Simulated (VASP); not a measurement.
Input of a VASP 6.6.1 run:

File INCAR:

```
ALGO     = Normal         # electronic algorithm
EDIFF    = 1E-6           # SCF threshold, eV
ENCUT    = 520            # plane-wave cutoff, eV
GGA      = PE             # functional
ISIF     = 2              # what is computed and relaxed
ISMEAR   = 0              # smearing method
LASPH    = T              # aspherical terms in the spheres
LCHARG   = F              # write CHGCAR
LREAL    = F              # projectors in reciprocal space
LWAVE    = F              # write WAVECAR
NBANDS   = 20             # bands
NELM     = 100            # most SCF steps
PREC     = Accurate       # precision mode
SIGMA    = 0.05           # smearing width, eV
```

File KPOINTS:

```
k-points
0
Gamma
  8 8 8
```

The input POSCAR:

```
CdF2
1.0
    0.0000000000      2.6906397413      2.6906397413
    2.6906397413      0.0000000000      2.6906397413
    2.6906397413      2.6906397413      0.0000000000
Cd F
1 2
Direct
    0.0000000000      0.0000000000      0.0000000000
    0.2500000000      0.2500000000      0.2500000000
    0.7500000000      0.7500000000      0.7500000000
```

Potentials or basis: VASP PAW PBE potentials, release 64 (Cd, F).

Launch:

```console
$ cat potpaw_PBE.64/Cd/POTCAR potpaw_PBE.64/F/POTCAR > POTCAR
$ mpirun -np 1 vasp_std > vasp.out
```

**Question.** Predict the pressure.

**Answer.** 6.7 GPa.

**Question.** What does it give for the band gap on the k mesh?

**Answer.** 3.08 eV (least direct gap 3.58 eV).

Caveat: the cell stands under pressure. A k mesh can miss the band edges.
